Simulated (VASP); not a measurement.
# CoO (P3m1) in VASP: a series of runs, part 2 of 2

VASP 6.6.1.

### 3 Single point, PBEsol, collinear spin, antiferromagnetic start

Contents of INCAR:

```
SYSTEM = CoO
  PREC = Accurate
  ENCUT = 520
  EDIFF = 1E-7
  ISMEAR = 0
  SIGMA = 0.1
  LREAL = .False.
  LASPH = .True.
  NELM = 150
  ALGO = Normal
  ISIF = 2
  LWAVE = .False.
  LCHARG = .False.
  ISPIN = 2
  MAGMOM = -2.29 2.29 0.17 -0.17
  LORBIT = 11
  LMAXMIX = 4
  GGA = PS
  NBANDS = 27
```

Contents of KPOINTS:

```
regular mesh
0
Gamma
  18 18 8
  0 0 0
```

Contents of POSCAR:

```
CoO
1.0
    3.1976457435      0.0000000000      0.0000000000
   -1.5988228718      2.7692424462      0.0000000000
    0.0000000000      0.0000000000      5.2287097100
Co O
2 2
Direct
    0.0000000000      0.0000000000      0.0034741400
    0.3333333300      0.6666666700      0.5033624100
    0.0000000000      0.0000000000      0.3716088500
    0.3333333300      0.6666666700      0.8715556000
```

Potentials or basis: VASP PAW PBE potentials, release 64 (Co, O).

Command:

```bash
$ cat potpaw_PBE.64/Co/POTCAR potpaw_PBE.64/O/POTCAR > POTCAR
$ mpirun -np 1 vasp_std > vasp.out
```

OUTCAR:

```text
SYSTEM = CoO
   PREC = Accurate
   ENCUT = 520
   EDIFF = 1E-7
   ISMEAR = 0
   LREAL = .False.
   LASPH = .True.
   NELM = 150
   ISIF = 2
   ISPIN = 2
   LORBIT = 11
   GGA = PS

 ion  position               nearest neighbor table
   1  0.000  0.000  0.003-   3 1.92   4 1.97   4 1.97   4 1.97
   2  0.333  0.667  0.503-   4 1.93   3 1.97   3 1.97   3 1.97
   3  0.000  0.000  0.372-   1 1.92   2 1.97   2 1.97   2 1.97
   4  0.333  0.667  0.872-   2 1.93   1 1.97   1 1.97   1 1.97

  LATTYP: Found a hexagonal cell.
 ALAT       =     3.1976457435
 C/A-ratio  =     1.6351747909

  Lattice vectors:

 A1 = (   3.1976457435,   0.0000000000,   0.0000000000)
 A2 = (  -1.5988228718,   2.7692424462,   0.0000000000)
 A3 = (   0.0000000000,   0.0000000000,   5.2287097100)

Analysis of symmetry for initial positions (statically):
=====================================================================
 Subroutine PRICEL returns:
 Original cell was already a primitive cell.

 Routine SETGRP: Setting up the symmetry group for a
 hexagonal supercell.

 Subroutine GETGRP returns: Found  6 space group operations
 (whereof  6 operations were pure point group operations)
 out of a pool of 24 trial point group operations.

The static configuration has the point symmetry C_3v.

Analysis of symmetry for dynamics (positions and initial velocities):
=====================================================================
 Subroutine PRICEL returns:
 Original cell was already a primitive cell.

 Routine SETGRP: Setting up the symmetry group for a
 hexagonal supercell.

 Subroutine GETGRP returns: Found  6 space group operations
 (whereof  6 operations were pure point group operations)
 out of a pool of 24 trial point group operations.

The dynamic configuration has the point symmetry C_3v.

Analysis of structural, dynamic, and magnetic symmetry:
=====================================================================
 Subroutine PRICEL returns:
 Original cell was already a primitive cell.

 Routine SETGRP: Setting up the symmetry group for a
 hexagonal supercell.

 Subroutine GETGRP returns: Found  6 space group operations
 (whereof  6 operations were pure point group operations)
 out of a pool of 24 trial point group operations.

The overall configuration has the point symmetry C_3v.

 Subroutine INISYM returns: Found  6 space group operations
 (whereof  6 operations are pure point group operations),
 and found     1 'primitive' translations

----------------------------------------------------------------------------------------

                                     Primitive cell

  volume of cell :      46.3005

  direct lattice vectors                    reciprocal lattice vectors
     3.197645743  0.000000000  0.000000000     0.312730077  0.180554794  0.000000000
    -1.598822872  2.769242446  0.000000000     0.000000000  0.361109588  0.000000000
     0.000000000  0.000000000  5.228709710     0.000000000  0.000000000  0.191251773

  length of vectors
     3.197645743  3.197645744  5.228709710     0.361109588  0.361109588  0.191251773

  position of ions in fractional coordinates (direct lattice)
     0.000000000  0.000000000  0.003474140
     0.333333330  0.666666670  0.503362410
     0.000000000  0.000000000  0.371608850
     0.333333330  0.666666670  0.871555600

  ion indices of the primitive-cell ions
   primitive index   ion index
                 1           1
                 2           2
                 3           3
                 4           4

[... 76 lines left out ...]
   NFREE  =      0    steps in history (QN), initial steepest desc. (CG)
   ISIF   =      2    stress and relaxation
   ISYM   =      2    0-nonsym 1-usesym 2-fastsym
   POTIM  = 0.5000    time-step for ionic-motion
   TEBEG  =    0.0;   TEEND  =   0.0 temperature during run
   PSTRESS=    0.0 pullay stress
   NELECT =      30.0000    total number of electrons
   NUPDOWN=      -1.0000    fix difference up-down
   EMIN   =  10.00;   EMAX   =-10.00  energy-range for DOS
   EFERMI =   0.00;   METHOD = LEGACY
   ISMEAR =     0;   SIGMA  =   0.10  broadening in eV -4-tet -1-fermi 0-gaus
   EFERMI_NEDOS =   21; number of points for ismear=-14 and -15
   IALGO  =     38    algorithm
   IMIX   =      4    mixing-type and parameters
     AMIX     =   0.40;   BMIX     =  1.00
     AMIX_MAG =   1.60;   BMIX_MAG =  1.00
  volume/ion in A,a.u.               =      11.58        78.11
  Fermi-wavevector in a.u.,A,eV,Ry     =   1.416620  2.677023 27.304329  2.006812
  Thomas-Fermi vector in A             =   2.537935
   LORBIT       =     11    0 simple, 1 ext, 2 COOP (PROOUT), +10 PAW based schemes
   GGA     = PS    functional components
   LHFCALC =     F    Hartree Fock is set to
   AEXX    =    0.0000 exact exchange contribution
   IVDW    =     0    specifies the selected vdW correction
   LEPSILON=     F    determine dielectric tensor
   LRPA    =     F    only Hartree local field effects (RPA)
 spin polarized calculation
 Gauss-broadening in eV      SIGMA  =   0.10
  energy-cutoff  :      520.00
  volume of cell :       46.30
 maximum number of plane-waves:      1272
   NGX = 11   NGY = 11   NGZ = 19

 number of electron      30.0000008 magnetization       0.1485202

 number of electron      30.0000008 magnetization      -0.0009705

 Free energy of the ion-electron system (eV)
  ---------------------------------------------------
  ext. energy  EPLUGINS =         0.00000000
  ---------------------------------------------------
  free energy    TOTEN  =       -28.39987345 eV

  energy without entropy =      -28.38184231  energy(sigma->0) =      -28.39085788

 E-fermi :   5.9413     XC(G=0): -11.3935

 val. band max:        5.9390985297   @ k =   0.0556   0.0556   0.5000
 cond. band min:       5.9418863214   @ k =   0.3889   0.2222   0.0000
 fundamental gap:      0.0027877917
 Fermi energy:         5.9412722564

 spin component 1

 k-point     1 :       0.0000    0.0000    0.0000
  band No.  band energies     occupation
      1     -13.9521      1.00000
      2     -13.2392      1.00000
      3      -1.0822      1.00000
      4       0.0258      1.00000
      5       0.0258      1.00000
      6       0.0699      1.00000
[... 709 lines left out ...]
     26      19.8753      0.00000
     27      22.6965      0.00000

 [... further k-points ...]

 spin component 2

 k-point     1 :       0.0000    0.0000    0.0000
  band No.  band energies     occupation
      1     -13.9509      1.00000
      2     -13.2409      1.00000
      3      -1.0819      1.00000
      4       0.0293      1.00000
      5       0.0293      1.00000
      6       0.0689      1.00000
[... 709 lines left out ...]
     26      19.8760      0.00000
     27      22.6962      0.00000

 [... further k-points ...]

------------------------ aborting loop because EDIFF is reached ----------------------------------------

  FORCE on cell =-STRESS in cart. coord.  units (eV):
  Direction    XX          YY          ZZ          XY          YZ          ZX
  --------------------------------------------------------------------------------------
  -------------------------------------------------------------------------------------
  Total       -3.0349544     -3.0349544     -2.5112045      0.0000000      0.0000000      0.0000000
  in kB     -105.0211790   -105.0211790    -86.8974032      0.0000000      0.0000000      0.0000000
  external PRESSURE =     -98.9799204 kB  Pullay stress =       0.0000000 kB

 VOLUME and BASIS-vectors are now :
 -----------------------------------------------------------------------------
  energy-cutoff  :      520.00
  volume of cell :       46.30
      direct lattice vectors                 reciprocal lattice vectors
     3.197645743  0.000000000  0.000000000     0.312730077  0.180554794  0.000000000
    -1.598822872  2.769242446  0.000000000     0.000000000  0.361109588  0.000000000
     0.000000000  0.000000000  5.228709710     0.000000000  0.000000000  0.191251773

 POSITION                                       TOTAL-FORCE (eV/Angst)
 -----------------------------------------------------------------------------------
      0.00000      0.00000      0.01817         0.000000      0.000000      0.103711
     -0.00000      1.84616      2.63194         0.000000     -0.000000      0.109269
      0.00000      0.00000      1.94303        -0.000000      0.000000     -0.107143
     -0.00000      1.84616      4.55711        -0.000000      0.000000     -0.105837
 -----------------------------------------------------------------------------------
    total drift:                                0.000018     -0.000011     -0.000686

  FREE ENERGIE OF THE ION-ELECTRON SYSTEM (eV)
  ---------------------------------------------------
  free  energy   TOTEN  =       -28.3998734473 eV

  energy  without entropy=      -28.3818423110  energy(sigma->0) =      -28.39085788

 total charge

# of ion       s       p       d       tot
------------------------------------------
    1        0.345   0.433   7.218   7.996
    2        0.345   0.433   7.218   7.996
    3        1.548   3.407   0.000   4.955
    4        1.548   3.407   0.000   4.955
--------------------------------------------------
tot          3.786   7.681  14.435  25.902

 magnetization (x)

# of ion       s       p       d       tot
------------------------------------------
    1       -0.008  -0.039  -2.191  -2.239
    2        0.008   0.039   2.191   2.238
    3        0.011   0.147   0.000   0.158
    4       -0.011  -0.147   0.000  -0.158
--------------------------------------------------
tot          0.000  -0.000  -0.001  -0.001
```

OSZICAR:

```text
N       E                     dE             d eps       ncg     rms          rms(c)
DAV:   1     0.249970963569E+03    0.24997E+03   -0.13406E+04 28848   0.130E+03
DAV:   2    -0.607412067395E+01   -0.25605E+03   -0.22876E+03 29741   0.310E+02
DAV:   3    -0.331574052704E+02   -0.27083E+02   -0.25661E+02 31864   0.115E+02
DAV:   4    -0.337815038627E+02   -0.62410E+00   -0.62144E+00 31828   0.180E+01
[... 11 lines left out ...]
DAV:  16    -0.283998727464E+02   -0.64652E-05   -0.22288E-05 35985   0.526E-02    0.154E-02
DAV:  17    -0.283998729676E+02   -0.22120E-06   -0.22163E-06 40170   0.188E-02    0.717E-03
DAV:  18    -0.283998732620E+02   -0.29441E-06   -0.10438E-06 40266   0.104E-02    0.475E-03
DAV:  19    -0.283998734228E+02   -0.16079E-06   -0.50362E-07 25917   0.977E-03    0.158E-03
DAV:  20    -0.283998734473E+02   -0.24480E-07   -0.14562E-07 15273   0.351E-03
   1 F= -.28399873E+02 E0= -.28390858E+02  d E =-.180311E-01  mag=    -0.0010
```

stdout:

```text
POSCAR found type information on POSCAR CoO
 POSCAR found :  2 types and       4 ions
 scaLAPACK will be used
 -----------------------------------------------------------------------------
|                                                                             |
|                                                                             |
|     You enforced a specific xc type in the INCAR file but a different       |
|     I HOPE YOU KNOW WHAT YOU ARE DOING!                                     |
|                                                                             |
 -----------------------------------------------------------------------------

 LDA part: xc-table for (Slater+PW92), standard interpolation
 POSCAR, INCAR and KPOINTS ok, starting setup
 FFT: planning ... GRIDC
 FFT: planning ... GRID_SOFT
 FFT: planning ... GRID
 WAVECAR not read
 entering main loop
```

Run time: 6 min. Hardware: 1 thread of AMD EPYC 9R45 (Zen 5), shared host; peak memory 0.5 GiB.

Results:

```
Free energy                                           : -28.3999 eV
Pressure                                              : -9.9 GPa
Largest force                                         : 0.109 eV/Å
Band gap on the k mesh                                : zero (filled and empty bands overlap)
Net moment                                            : 0.00 μB per cell
Site moments                                          : Co -2.24, +2.24; O +0.16, -0.16 μB
Valence electrons inside the program's atomic spheres : Co 8.00; O 4.96
```

Forces on the atoms (eV/Å):
```
Co   0.000  0.000  0.104
Co   0.000  0.000  0.109
O    0.000  0.000 -0.107
O    0.000  0.000 -0.106
```

Levels at points of the mesh, in eV from the Fermi level:
Spin up:
```
           k point  band 12  band 13  band 14  band 15  band 16  band 17  band 18  band 19
(0.00, 0.00, 0.00)    -0.96    -0.96    -0.01    -0.01     0.15     1.53     1.96     1.96
(0.50, 0.00, 0.00)    -1.88    -1.38    -0.27    -0.15    -0.02     0.72     1.19     5.72
(0.00, 0.00, 0.50)    -0.91    -0.91     0.03     0.03     0.85     1.82     1.82     2.57
(0.50, 0.00, 0.50)    -1.50    -1.26    -0.37    -0.20     0.09     0.83     1.08     5.37
```
Spin down:
```csv
k point,band 12,band 13,band 14,band 15,band 16,band 17,band 18,band 19
"(0.00, 0.00, 0.00)",-0.96,-0.96,-0.01,-0.01,0.15,1.53,1.96,1.96
"(0.50, 0.00, 0.00)",-1.88,-1.38,-0.27,-0.15,-0.02,0.72,1.19,5.72
"(0.00, 0.00, 0.50)",-0.91,-0.91,0.03,0.03,0.85,1.82,1.82,2.57
"(0.50, 0.00, 0.50)",-1.50,-1.27,-0.37,-0.20,0.09,0.83,1.08,5.37
```

Caveat: the cell stands under tension; the PAW data sets were made with another functional, which shifts forces and pressure a little; semilocal functionals often make such compounds metallic where correlation or magnetic order opens a gap, which also shifts bond lengths. With open d or f shells a metallic result of PBEsol can be an artefact of self-interaction; +U or a hybrid may open a gap.
